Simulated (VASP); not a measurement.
Input of a VASP 6.6.1 run:

INCAR

```
  PREC = Accurate
  ENCUT = 500
  EDIFF = 1E-6
  ISMEAR = 0
  SIGMA = 0.01
  LREAL = Auto
  LASPH = True
  NELM = 120
  ALGO = Normal
  ISIF = 2
  LWAVE = False
  LCHARG = False
  GGA = PE
  NBANDS = 267
  GGA_COMPAT = False
```

The input KPOINTS:

```
Automatic mesh
0
Gamma
  1 1 1
  0.25 0.25 0.25
```

The input POSCAR:

```
MoS2
1.0
    9.3669867963      0.0000000847      0.0000000000
   -4.6834934715      8.1120484801      0.0000000000
    0.0000000000      0.0000000000     12.0827026882
Mo S
18 36
Direct
    0.2222222222      0.1111111111      0.2500000000
    0.1111111111      0.2222222222      0.7500000000
    0.2222222222      0.4444444444      0.2500000000
    0.1111111111      0.5555555556      0.7500000000
    0.2222222222      0.7777777778      0.2500000000
    0.1111111111      0.8888888889      0.7500000000
    0.5555555556      0.1111111111      0.2500000000
    0.4444444444      0.2222222222      0.7500000000
    0.5555555556      0.4444444444      0.2500000000
    0.4444444444      0.5555555556      0.7500000000
    0.5555555556      0.7777777778      0.2500000000
    0.4444444444      0.8888888889      0.7500000000
    0.8888888889      0.1111111111      0.2500000000
    0.7777777778      0.2222222222      0.7500000000
    0.8888888889      0.4444444444      0.2500000000
    0.7777777778      0.5555555556      0.7500000000
    0.8888888889      0.7777777778      0.2500000000
    0.7777777778      0.8888888889      0.7500000000
    0.2222222222      0.1111111111      0.6213714248
    0.1111111111      0.2222222222      0.3786285752
    0.2222222222      0.1111111111      0.8786285752
    0.1111111111      0.2222222222      0.1213714248
    0.2222222222      0.4444444444      0.6213714248
    0.1111111111      0.5555555556      0.3786285752
    0.2222222222      0.4444444444      0.8786285752
    0.1111111111      0.5555555556      0.1213714248
    0.2222222222      0.7777777778      0.6213714248
    0.1111111111      0.8888888889      0.3786285752
    0.2222222222      0.7777777778      0.8786285752
    0.1111111111      0.8888888889      0.1213714248
    0.5555555556      0.1111111111      0.6213714248
    0.4444444444      0.2222222222      0.3786285752
    0.5555555556      0.1111111111      0.8786285752
    0.4444444444      0.2222222222      0.1213714248
    0.5555555556      0.4444444444      0.6213714248
    0.4444444444      0.5555555556      0.3786285752
    0.5555555556      0.4444444444      0.8786285752
    0.4444444444      0.5555555556      0.1213714248
    0.5555555556      0.7777777778      0.6213714248
    0.4444444444      0.8888888889      0.3786285752
    0.5555555556      0.7777777778      0.8786285752
    0.4444444444      0.8888888889      0.1213714248
    0.8888888889      0.1111111111      0.6213714248
    0.7777777778      0.2222222222      0.3786285752
    0.8888888889      0.1111111111      0.8786285752
    0.7777777778      0.2222222222      0.1213714248
    0.8888888889      0.4444444444      0.6213714248
    0.7777777778      0.5555555556      0.3786285752
    0.8888888889      0.4444444444      0.8786285752
    0.7777777778      0.5555555556      0.1213714248
    0.8888888889      0.7777777778      0.6213714248
    0.7777777778      0.8888888889      0.3786285752
    0.8888888889      0.7777777778      0.8786285752
    0.7777777778      0.8888888889      0.1213714248
```

Potentials or basis: VASP PAW PBE potentials, release 64 (Mo_sv, S).

Launch:

```console
$ cat potpaw_PBE.64/Mo_sv/POTCAR potpaw_PBE.64/S/POTCAR > POTCAR
$ mpirun -np 1 vasp_std > vasp.out
```

**Question.** Predict the largest force.

**Answer.** 0.501 eV/Å.

**Question.** What does it give for the pressure?

**Answer.** 8.1 GPa.

**Question.** Predict the band gap on the k mesh.

**Answer.** 1.71 eV.

Stress tensor (GPa, compression positive):
```
7.94 0.00 0.00
0.00 7.94 0.00
0.00 0.00 8.54
```

Caveat: the k points lie up to 0.77 Å⁻¹ apart; a shifted mesh leaves out Γ, where band edges can lie; this functional lacks dispersion, which binds layers or chains, so the pressure and a relaxed spacing across them are unreliable. A k mesh can miss the band edges.
